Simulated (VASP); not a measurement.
Write the native input for VASP 6.6.1 that does the following.

- Task: relaxation of cell and atoms
- Functional: PBE
- Potentials or basis: VASP PAW PBE potentials, release 64 (Pt, C)
- Cutoff: 600 eV
- k mesh: 12 × 12 × 12
- Occupations: gaussian, width 0.1 eV
- Spin: no spin polarisation
- Dipole correction: no
- Further INCAR settings: ALGO = Normal; EDIFF = 1e-07; IBRION = 2; EDIFFG = -0.01; NSW = 100; ISIF = 3

The structure of Pt2C3 lies in POSCAR:

```
Pt2C3
1.0
    2.6671625724      1.5398870291      4.6975523831
   -2.6671625724      1.5398870291      4.6975523831
    0.0000000000     -3.0797740582      4.6975523831
Pt C
4 6
Direct
    0.3509658372      0.3509658372      0.3509658372
    0.1490341628      0.1490341628      0.1490341628
    0.6490341628      0.6490341628      0.6490341628
    0.8509658372      0.8509658372      0.8509658372
    0.5823235422      0.9176764578      0.2500000000
    0.2500000000      0.5823235422      0.9176764578
    0.9176764578      0.2500000000      0.5823235422
    0.4176764578      0.0823235422      0.7500000000
    0.7500000000      0.4176764578      0.0823235422
    0.0823235422      0.7500000000      0.4176764578
```

One way to write it, as run:

INCAR

```
PREC     = Accurate       # precision mode
ENCUT    = 600            # plane-wave cutoff, eV
EDIFF    = 1E-7           # SCF threshold, eV
ISMEAR   = 0              # smearing method
SIGMA    = 0.1            # smearing width, eV
LREAL    = F              # projectors in reciprocal space
LASPH    = T              # aspherical terms in the spheres
NELM     = 120            # most SCF steps
ALGO     = Normal         # electronic algorithm
ISIF     = 3              # what is computed and relaxed
LWAVE    = F              # write WAVECAR
LCHARG   = F              # write CHGCAR
GGA      = PE             # functional
IBRION   = 2              # ionic algorithm
NSW      = 100            # ionic steps
EDIFFG   = -0.01          # ionic threshold
GGA_COMPAT= F            
NELMIN   = 4            
KPAR     = 4
```

KPOINTS

```
regular mesh
0
Gamma
  12 12 12
```

Potentials or basis: VASP PAW PBE potentials, release 64 (Pt, C).

The run is started by

```console
$ cat potpaw_PBE.64/Pt/POTCAR potpaw_PBE.64/C/POTCAR > POTCAR
$ mpirun -np 4 vasp_std > vasp.out
```

Results of the run:

* Energy gained by relaxing: 0.1 meV/atom
* Ionic steps: 6
* Pressure after relaxing: 0.0 GPa
* Largest force after relaxing: 0.010 eV/Å
* Band gap on the k mesh: zero (band 32 reaches 8.52 eV, above the bottom of band 33 at 8.12 eV)

Caveat: spin-orbit coupling is left out, which moves the levels of the heavy elements.

It took 12 min on 4 MPI ranks on Intel(R) Xeon(R) 6975P-C (Granite Rapids) (shared host), peak memory 0.92 GiB a rank.
